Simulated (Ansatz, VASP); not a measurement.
Two plane-wave programs on HfB

INCAR

```
PREC = Accurate
ENCUT = 520
EDIFF = 1E-7
ISMEAR = 1
SIGMA = 0.1
LREAL = False
LASPH = True
NELM = 60
ALGO = Normal
ISIF = 2
LWAVE = False
LCHARG = True
GGA = PE
LELF = True
LVHAR = True
NBANDS = 14
```

File KPOINTS:

```
Automatic mesh
0
Gamma
  9 9 9
```

POSCAR

```
HfB
1.0
    0.0000000000      2.3700266621      2.3700266621
    2.3700266621      0.0000000000      2.3700266621
    2.3700266621      2.3700266621      0.0000000000
Hf B
1 1
Direct
    0.5000000000      0.5000000000      0.5000000000
    0.0000000000      0.0000000000      0.0000000000
```

Input for Ansatz:

```yaml
crystal:
  lattice:
    - [0.0, 2.370026662093902, 2.370026662093902]
    - [2.370026662093902, 0.0, 2.370026662093902]
    - [2.370026662093902, 2.370026662093902, 0.0]
  atoms:
    - { symbol: Hf, position: [0.5, 0.5, 0.5] }
    - { symbol: B, position: [0.0, 0.0, 0.0] }
basis:
  ecutwfc: 450.0
kpoints:
  mp_grid:
    grid: [9, 9, 9]
hamiltonian:
  xc: pbe
  pseudopotentials:
    kind: paw
scf:
  occupations:
    method: cold
output:
  stress: true
```

Alike in both runs: task single point; functional PBE; k mesh 9 × 9 × 9; no spin polarisation.

|  | VASP | Ansatz |
| --- | --- | --- |
| version | VASP 6.6.1 | Ansatz 0.2.0 |
| potentials or method | VASP PAW PBE potentials, release 64 (Hf_pv, B), cutoff 520 eV | plane waves, PAW |
| occupations | methfessel-paxton of order 1, width 0.1 eV | cold |
| valence electrons in the cell | 13 | 29 |

|  | VASP | Ansatz | Ansatz less VASP |
| --- | --- | --- | --- |
| pressure (GPa) | 11.5 | 11.2 | -0.38 |

VASP's potentials hold 13 valence electrons a cell and Ansatz's 29, so a difference there can come from the potentials and not from the codes.

Neither program's run includes spin-orbit coupling.
